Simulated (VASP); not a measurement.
# Te (Im-3m) in VASP: notebook

The runs below take Te through single point, relaxation of cell and atoms, with PBE.

Everything below comes from runs of VASP 6.6.1. Logs are shortened: lines on timing, memory, paths and dates and some standing lists are left out, and cuts for length are marked.

## Step 1: The cell of the first run

The structure is cubic, space group Im-3m (No. 229). Conventional cell: a = 3.852 Å, b = 3.852 Å, c = 3.852 Å, α = 90.00°, β = 90.00°, γ = 90.00°. Te (site symmetry m-3m) has 14 Te at 3.34 to 3.85 Å within 4.4 Å.

This isn't the form of Te at room conditions, which is trigonal, of chains.

## Step 2: Single point, PBE

The input, INCAR:

```
SYSTEM = Te
ALGO     = Normal         ! electronic algorithm
EDIFF    = 1E-6           ! SCF threshold, eV
ENCUT    = 520            ! plane-wave cutoff, eV
GGA      = PE             ! functional
ISIF     = 2              ! what is computed and relaxed
ISMEAR   = -1             ! smearing method
LASPH    = .True.         ! aspherical terms in the spheres
LCHARG   = .True.         ! write CHGCAR
LELF     = .True.         ! ELF
LREAL    = .False.        ! projectors in reciprocal space
LVHAR    = .True.       
LWAVE    = .False.        ! write WAVECAR
NBANDS   = 9              ! bands
NELM     = 80             ! most SCF steps
PREC     = Accurate       ! precision mode
SIGMA    = 0.05           ! smearing width, eV
```

The input, KPOINTS:

```
k-points
0
Gamma
  15 15 15
  0 0 0
```

The input, POSCAR:

```
Te
1.0
   -1.9260310113      1.9260310113      1.9260310113
    1.9260310113     -1.9260310113      1.9260310113
    1.9260310113      1.9260310113     -1.9260310113
Te
1
Direct
    0.0000000000      0.0000000000      0.0000000000
```

Potentials or basis: VASP PAW PBE potentials, release 64 (Te).

Started as:

```sh
$ cat potpaw_PBE.64/Te/POTCAR > POTCAR
$ mpirun -np 1 vasp_std > vasp.out
```

OUTCAR:

```text
SYSTEM = Te
   EDIFF = 1E-6
   ENCUT = 520
   GGA = PE
   ISIF = 2
   ISMEAR = -1
   LASPH = .True.
   LREAL = .False.
   NELM = 80
   PREC = Accurate

 ion  position               nearest neighbor table
   1  0.000  0.000  0.000-

  LATTYP: Found a body centered cubic cell.
 ALAT       =     3.8520620226

  Lattice vectors:

 A1 = (  -1.9260310113,   1.9260310113,   1.9260310113)
 A2 = (   1.9260310113,  -1.9260310113,   1.9260310113)
 A3 = (   1.9260310113,   1.9260310113,  -1.9260310113)

Analysis of symmetry for initial positions (statically):
=====================================================================
 Subroutine PRICEL returns:
 Original cell was already a primitive cell.

 Routine SETGRP: Setting up the symmetry group for a
 body centered cubic supercell.

 Subroutine GETGRP returns: Found 48 space group operations
 (whereof 48 operations were pure point group operations)
 out of a pool of 48 trial point group operations.

The static configuration has the point symmetry O_h .

Analysis of symmetry for dynamics (positions and initial velocities):
=====================================================================
 Subroutine PRICEL returns:
 Original cell was already a primitive cell.

 Routine SETGRP: Setting up the symmetry group for a
 body centered cubic supercell.

 Subroutine GETGRP returns: Found 48 space group operations
 (whereof 48 operations were pure point group operations)
 out of a pool of 48 trial point group operations.

The dynamic configuration has the point symmetry O_h .

 Subroutine INISYM returns: Found 48 space group operations
 (whereof 48 operations are pure point group operations),
 and found     1 'primitive' translations

----------------------------------------------------------------------------------------

                                     Primitive cell

  volume of cell :      28.5792

  direct lattice vectors                    reciprocal lattice vectors
    -1.926031011  1.926031011  1.926031011     0.000000000  0.259601220  0.259601220
     1.926031011 -1.926031011  1.926031011     0.259601220  0.000000000  0.259601220
     1.926031011  1.926031011 -1.926031011     0.259601220  0.259601220  0.000000000

  length of vectors
     3.335983569  3.335983569  3.335983569     0.367131566  0.367131566  0.367131566

  position of ions in fractional coordinates (direct lattice)
     0.000000000  0.000000000  0.000000000

  ion indices of the primitive-cell ions
   primitive index   ion index
                 1           1

----------------------------------------------------------------------------------------

 KPOINTS: k-points

Automatic generation of k-mesh.
 Grid dimensions read from file:
 generate k-points for:   15   15   15

 Generating k-lattice:

  Cartesian coordinates                     Fractional coordinates (reciprocal lattice)
     0.000000000  0.017306748  0.017306748     0.066666667  0.000000000  0.000000000
     0.017306748  0.000000000  0.017306748     0.000000000  0.066666667  0.000000000
     0.017306748  0.017306748  0.000000000     0.000000000  0.000000000  0.066666667

  Length of vectors
     0.024475438  0.024475438  0.024475438

  Shift w.r.t. Gamma in fractional coordinates (k-lattice)
     0.000000000  0.000000000  0.000000000

 Subroutine IBZKPT returns following result:
 ===========================================

 Found    120 irreducible k-points:

 Following reciprocal coordinates:
            Coordinates               Weight
  0.000000  0.000000  0.000000      1.000000
  0.066667  0.000000  0.000000     12.000000
  0.133333  0.000000  0.000000     12.000000
  0.200000  0.000000  0.000000     12.000000
  0.266667  0.000000  0.000000     12.000000
  0.333333  0.000000  0.000000     12.000000
[... 16 lines left out ...]
  0.333333  0.200000  0.000000     48.000000
  0.400000  0.200000  0.000000     24.000000
 [... further k-points ...]
   k-points           NKPTS =    120   k-points in BZ     NKDIM =    120   number of bands    NBANDS=      9
   number of dos      NEDOS =    301   number of ions     NIONS =      1
   total plane-waves  NPLWV =  21952
   dimension x,y,z NGX =    28 NGY =   28 NGZ =   28
   dimension x,y,z NGXF=    56 NGYF=   56 NGZF=   56
   ions per type =               1
   NGX,Y,Z   is equivalent  to a cutoff of  13.95, 13.95, 13.95 a.u.
   NGXF,Y,Z  is equivalent  to a cutoff of  27.91, 27.91, 27.91 a.u.
 SYSTEM =  Te
   PREC   = accura    normal or accurate (medium, high low for compatibility)
   ISTART =      0    job   : 0-new  1-cont  2-samecut
   ICHARG =      2    charge: 1-file 2-atom 10-const
   ISPIN  =      1    spin polarized calculation?
   LNONCOLLINEAR =      F non collinear calculations
   LSORBIT =      F    spin-orbit coupling
   LASPH  =      T    aspherical Exc in radial PAW
   ENCUT  =  520.0 eV  38.22 Ry    6.18 a.u.   6.20  6.20  6.20*2*pi/ulx,y,z
   NELM   =     80;   NELMIN=  2; NELMDL= -5     # of ELM steps
   EDIFF  = 0.1E-05   stopping-criterion for ELM
   LREAL  =      F    real-space projection
   EDIFFG = 0.1E-04   stopping-criterion for IOM
   NSW    =      0    number of steps for IOM
   IBRION =     -1    ionic relax: 0-MD 1-quasi-New 2-CG
   NFREE  =      0    steps in history (QN), initial steepest desc. (CG)
   ISIF   =      2    stress and relaxation
   ISYM   =      2    0-nonsym 1-usesym 2-fastsym
   POTIM  = 0.5000    time-step for ionic-motion
   TEBEG  =    0.0;   TEEND  =   0.0 temperature during run
   PSTRESS=    0.0 pullay stress
   NELECT =       6.0000    total number of electrons
   NUPDOWN=      -1.0000    fix difference up-down
   EMIN   =  10.00;   EMAX   =-10.00  energy-range for DOS
   EFERMI =   0.00;   METHOD = LEGACY
   ISMEAR =    -1;   SIGMA  =   0.05  broadening in eV -4-tet -1-fermi 0-gaus
   EFERMI_NEDOS =   21; number of points for ismear=-14 and -15
   IALGO  =     38    algorithm
   IMIX   =      4    mixing-type and parameters
     AMIX     =   0.40;   BMIX     =  1.00
     AMIX_MAG =   1.60;   BMIX_MAG =  1.00
  volume/ion in A,a.u.               =      28.58       192.86
  Fermi-wavevector in a.u.,A,eV,Ry     =   0.972991  1.838686 12.880781  0.946711
  Thomas-Fermi vector in A             =   2.103334
   LORBIT       =      0    0 simple, 1 ext, 2 COOP (PROOUT), +10 PAW based schemes
   GGA     = PE    functional components
[... 5 lines left out ...]
 non-spin polarized calculation
  energy-cutoff  :      520.00
  volume of cell :       28.58
 maximum number of plane-waves:       782
 NGX is ok and might be reduce to    28
   NGX = 13   NGY = 13   NGZ = 13

 number of electron       6.0000000 magnetization

 Free energy of the ion-electron system (eV)
  ---------------------------------------------------
  ext. energy  EPLUGINS =         0.00000000
  ---------------------------------------------------
  free energy    TOTEN  =        -2.82894902 eV

  energy without entropy =       -2.81955078  energy(sigma->0) =       -2.82424990

 E-fermi :   7.8006     XC(G=0): -10.0595

 val. band max:        7.7784822968   @ k =  -0.2667   0.2667   0.2000
 cond. band min:       7.8131144013   @ k =  -0.4000   0.4000   0.0667
 fundamental gap:      0.0346321045
 Fermi energy:         7.8006079750

 k-point     1 :       0.0000    0.0000    0.0000
  band No.  band energies     occupation
      1      -6.0402      2.00000
      2      10.7478      0.00000
      3      10.7478      0.00000
      4      10.7478      0.00000
      5      17.5507      0.00000
      6      17.6580      0.00000
      7      17.6580      0.00000
      8      17.6580      0.00000
      9      19.7064      0.00000

 k-point     2 :       0.0667    0.0000    0.0000
  band No.  band energies     occupation
      1      -5.9600      2.00000
      2      10.1686      0.00000
      3      10.5443      0.00000
      4      10.7075      0.00000
      5      17.1995      0.00000
      6      17.2120      0.00000
      7      17.9985      0.00000
      8      18.0856      0.00000
      9      18.9354      0.00000

 k-point     3 :       0.1333    0.0000    0.0000
  band No.  band energies     occupation
      1      -5.7214      2.00000
      2       8.8164      0.00000
      3      10.0423      0.00000
      4      10.5915      0.00000
      5      16.1905      0.00000
      6      16.4564      0.00000
      7      18.7014      0.00000
      8      18.7123      0.00000
      9      18.9110      0.00000

 k-point     4 :       0.2000    0.0000    0.0000
  band No.  band energies     occupation
      1      -5.3318      2.00000
      2       7.1912      1.99999
      3       9.4323      0.00000
      4      10.4169      0.00000
      5      15.2295      0.00000
      6      15.7535      0.00000
      7      18.6101      0.00000
      8      19.0537      0.00000
      9      20.2017      0.00000

 k-point     5 :       0.2667    0.0000    0.0000
  band No.  band energies     occupation
      1      -4.8080      2.00000
      2       5.5493      2.00000
      3       8.8495      0.00000
      4      10.2140      0.00000
      5      14.4595      0.00000
      6      15.1726      0.00000
      7      18.8144      0.00000
      8      19.5386      0.00000
      9      21.7304      0.00000

 k-point     6 :       0.3333    0.0000    0.0000
  band No.  band energies     occupation
      1      -4.1866      2.00000
      2       4.0344      2.00000
      3       8.3692      0.00002
      4      10.0203      0.00000
      5      13.8911      0.00000
      6      14.7314      0.00000
      7      19.2733      0.00000
      8      20.1722      0.00000
      9      23.4139      0.00000
[... 169 lines left out ...]
 k-point    21 :       0.2000    0.2000    0.0000
  band No.  band energies     occupation
      1      -4.0453      2.00000
      2       4.4900      2.00000
      3       6.8820      2.00000
      4       9.2997      0.00000
      5      15.0153      0.00000
      6      16.2183      0.00000
      7      19.1426      0.00000
      8      19.8285      0.00000
      9      22.6889      0.00000

 k-point    22 :       0.2667    0.2000    0.0000
  band No.  band energies     occupation
      1      -3.4546      2.00000
      2       3.5723      2.00000
      3       6.0696      2.00000
      4       9.0547      0.00000
      5      14.8837      0.00000
      6      16.5475      0.00000
      7      19.2060      0.00000
      8      20.8060      0.00000
      9      22.4814      0.00000

 k-point    23 :       0.3333    0.2000    0.0000
  band No.  band energies     occupation
      1      -2.9450      2.00000
      2       2.8154      2.00000
      3       5.6027      2.00000
      4       8.8996      0.00000
      5      14.7524      0.00000
      6      16.9571      0.00000
      7      19.2483      0.00000
      8      20.4601      0.00000
      9      23.5101      0.00000

 k-point    24 :       0.4000    0.2000    0.0000
  band No.  band energies     occupation
      1      -2.7295      2.00000
      2       2.5068      2.00000
      3       5.4535      2.00000
      4       8.8463      0.00000
      5      14.7012      0.00000
      6      17.1538      0.00000
      7      19.5886      0.00000
      8      19.7584      0.00000
      9      25.0382      0.00000

 [... further k-points ...]
[... 5 lines left out ...]
  --------------------------------------------------------------------------------------
  -------------------------------------------------------------------------------------
  Total       -0.0157406     -0.0157406     -0.0157406     -0.0000000     -0.0000000     -0.0000000
  in kB       -0.8824359     -0.8824359     -0.8824359     -0.0000000     -0.0000000     -0.0000000
  external PRESSURE =      -0.8824359 kB  Pullay stress =       0.0000000 kB

 VOLUME and BASIS-vectors are now :
 -----------------------------------------------------------------------------
  energy-cutoff  :      520.00
  volume of cell :       28.58
      direct lattice vectors                 reciprocal lattice vectors
    -1.926031011  1.926031011  1.926031011     0.000000000  0.259601220  0.259601220
     1.926031011 -1.926031011  1.926031011     0.259601220  0.000000000  0.259601220
     1.926031011  1.926031011 -1.926031011     0.259601220  0.259601220  0.000000000

 POSITION                                       TOTAL-FORCE (eV/Angst)
 -----------------------------------------------------------------------------------
      0.00000      0.00000      0.00000        -0.000000     -0.000000      0.000000
 -----------------------------------------------------------------------------------
    total drift:                               -0.000000      0.000000      0.000000

  FREE ENERGIE OF THE ION-ELECTRON SYSTEM (eV)
  ---------------------------------------------------
  free  energy   TOTEN  =        -2.8289490213 eV

  energy  without entropy=       -2.8195507775  energy(sigma->0) =       -2.82424990
```

Run time: 13 s. Hardware: 1 thread of Intel Xeon 6975P-C (Granite Rapids), shared host; peak memory 0.17 GiB.

Results:

```yaml
Free_energy: -2.8289 eV
Pressure: -0.1 GPa
Band_gap_on_the_k_mesh: zero (bands 3 and 4 overlap by 5.84 eV)
```

Caveat: spin-orbit coupling is left out, which moves the levels of the heavy elements.

## Step 3: Relaxation of cell and atoms, PBE, target pressure 17 GPa, at which the enthalpy is minimised

This run uses another cell than the first one, of 23.43 Å³/atom.

The input, INCAR:

```
SYSTEM = Te
PREC = Accurate ; ENCUT = 600
EDIFF = 1E-6 ; ISMEAR = -1
SIGMA = 0.05 ; LREAL = .False.
LASPH = .True. ; NELM = 100
ALGO = Normal ; ISIF = 3
LWAVE = .False. ; LCHARG = .False.
GGA = PE ; IBRION = 2
NSW = 60 ; EDIFFG = -0.005
PSTRESS = 170.0
```

The input, KPOINTS:

```
Automatic mesh
0
Gamma
  15 15 15
  0 0 0
```

The input, POSCAR:

```
Te
1.0
   -1.8027460789      1.8027460789      1.8027460789
    1.8027460789     -1.8027460789      1.8027460789
    1.8027460789      1.8027460789     -1.8027460789
Te
1
Direct
    0.0000000000      0.0000000000      0.0000000000
```

Potentials or basis: VASP PAW PBE potentials, release 64 (Te).

Started as:

```sh
$ cat potpaw_PBE.64/Te/POTCAR > POTCAR
$ mpirun -np 1 vasp_std > vasp.out
```

Wall time 8.7 s (1 thread of Intel Xeon 6975P-C (Granite Rapids), shared host); peak memory 0.17 GiB.

Results (log left out):

* Free energy: -2.6052 eV
* Pressure after relaxing: 17.0 GPa
* Band gap on the k mesh: zero (bands 3 and 4 overlap by 7.79 eV)

Final structure:
```
CELL_PARAMETERS angstrom
-1.80275 1.80275 1.80275
1.80275 -1.80275 1.80275
1.80275 1.80275 -1.80275
ATOMIC_POSITIONS crystal
Te 0.00000 0.00000 0.00000
```

Levels at points of the mesh, in eV from the Fermi level:
| k point | band 1 | band 2 | band 3 | band 4 | band 5 | band 6 | band 7 |
| --- | --- | --- | --- | --- | --- | --- | --- |
| (0.00, 0.00, 0.00) | -15.68 | 4.09 | 4.09 | 4.09 | 10.27 | 10.27 | 10.27 |

Caveat: the relaxation stopped at its first step, so nothing moved; the cell is relaxed towards a set pressure, so the run minimises the enthalpy, not the energy; spin-orbit coupling is left out, which moves the levels of the heavy elements.

(Continued in part 2 of 2.)
